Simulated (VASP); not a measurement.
Input of a VASP 6.6.1 run:

The input INCAR:

```
SYSTEM = Al4Ni4H
PREC = Accurate
ENCUT = 520
EDIFF = 1E-6
ISMEAR = 0
SIGMA = 0.1
LREAL = .FALSE.
LASPH = .TRUE.
NELM = 80
ALGO = Fast
ISIF = 2
LWAVE = .FALSE.
LCHARG = .FALSE.
LDIPOL = .TRUE.
IDIPOL = 3
DIPOL = 0.5 0.5 0.476
GGA = RP
IBRION = 2
NSW = 90
EDIFFG = -0.03
KPAR = 4
```

The input KPOINTS:

```
Automatic mesh
0
G
  10 7 1
  0 0 0
```

File POSCAR:

```
Al4Ni4H
1.0
    2.9163779091      0.0000000000      0.0000000000
    0.0000000000      4.1243811920      0.0000000000
    0.0000000000      0.0000000000     25.1865717880
Al Ni H
4 4 1
Selective dynamics
Direct
    0.0000000000      0.5000000000      0.3374814195  F F F
    0.0000000000      0.0000000000      0.4193580089  F F F
    0.0000000000      0.5000000000      0.5013615771  T T T
    0.0000000000      0.0000000000      0.5854093369  T T T
    0.5000000000      0.0000000000      0.3374814195  F F F
    0.5000000000      0.5000000000      0.4193580089  F F F
    0.5000000000      0.0000000000      0.4996656185  T T T
    0.5000000000      0.5000000000      0.5789204822  T T T
    0.5000000000      0.1666666667      0.6076434069  T T T
```

Potentials or basis: VASP PAW PBE potentials, release 64 (Al, Ni, H).

The run is started by

```console
$ cat potpaw_PBE.64/Al/POTCAR potpaw_PBE.64/Ni/POTCAR potpaw_PBE.64/H/POTCAR > POTCAR
$ mpirun -np 4 vasp_std > vasp.out
```

Problem. Estimate the energy gained by relaxing.

Solution. 48.5 meV/atom.

Problem. Predict the band gap on the k mesh.

Solution. Zero (an odd number of electrons rules out a gap without spin polarisation).

Final structure:
```
Al Ni H
1.0
     2.91638    0.00000    0.00000
     0.00000    4.12438    0.00000
     0.00000    0.00000   25.18657
Al Ni H
4 4 1
Direct
  0.00000 0.50000 0.33748
  0.00000 0.00000 0.41936
  0.00000 0.48005 0.50086
  0.00000 0.99083 0.58465
  0.50000 0.00000 0.33748
  0.50000 0.50000 0.41936
  0.50000 0.97602 0.50105
  0.50000 0.48703 0.57991
  0.50000 0.22547 0.62657
```

 Spin polarisation is off, so any magnetic state and its effect on volume and gap are missing.
